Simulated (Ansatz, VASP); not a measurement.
# Na in VASP and in Ansatz

INCAR

```
ALGO = Normal ; EDIFF = 1E-6
ENCUT = 500 ; GGA = PE
GGA_COMPAT = F ; ISIF = 2
ISMEAR = 0 ; LASPH = T
LCHARG = T ; LELF = T
LREAL = F ; LVHAR = T
LWAVE = F ; NBANDS = 18
NELM = 120 ; PREC = Accurate
SIGMA = 0.1
```

File KPOINTS:

```
k-points
0
Gamma
  4 4 2
```

File POSCAR:

```
Na
1.0
    2.9749091893     -1.7277681823      0.0000000000
    2.9749091893      1.7277681823      0.0000000000
   -2.0236161633      0.0000000000      8.7152374991
Na
3
Direct
    0.0000000000      0.0000000000      0.0000000000
    0.2224150000      0.2224150000      0.6666760000
    0.7775850000      0.7775850000      0.3333240000
```

Input for Ansatz:

```yaml
crystal:
  lattice:
    - [2.9749091893, -1.7277681823, 0.0]
    - [2.9749091893, 1.7277681823, 0.0]
    - [-2.0236161633, 0.0, 8.7152374991]
  atoms:
    - { symbol: Na, position: [0.0, 0.0, 0.0] }
    - { symbol: Na, position: [0.222415, 0.222415, 0.666676] }
    - { symbol: Na, position: [0.777585, 0.777585, 0.333324] }
basis: {}
kpoints:
  mp_grid: { grid: [4, 4, 2] }
hamiltonian:
  xc: pbe
scf:
  occupations: { method: gaussian, width: 0.1 }
output:
  forces: true
  stress: true
  eigenvalues: true
```

Alike in both runs: task single point; functional PBE; k mesh 4 × 4 × 2; occupations gaussian, width 0.1 eV; no spin polarisation.

|  | VASP | Ansatz |
| --- | --- | --- |
| version | VASP 6.6.1 | Ansatz 0.2.0 |
| potentials or method | VASP PAW PBE potentials, release 64 (Na_pv) | scalar-relativistic, plane waves, PAW |
| plane-wave cutoff (eV) | 500 | 420 |
| valence electrons in the cell | 21 | 27 |

|  | VASP | Ansatz | Ansatz less VASP |
| --- | --- | --- | --- |
| gap on the k mesh at the Fermi level (eV) | none | none | - |
| pressure (GPa) | 2.6 | 2.6 | +0.01 |
| traceless stress, the component that is largest in VASP (GPa) | 0.94 | 0.94 | -0.002 |

A gap of «none» marks a metal or a gap that the smearing closes. VASP's potentials hold 21 valence electrons a cell and Ansatz's 27, so a difference there can come from the potentials and not from the codes.

The k mesh is coarse, so the values compare programs but aren't converged.
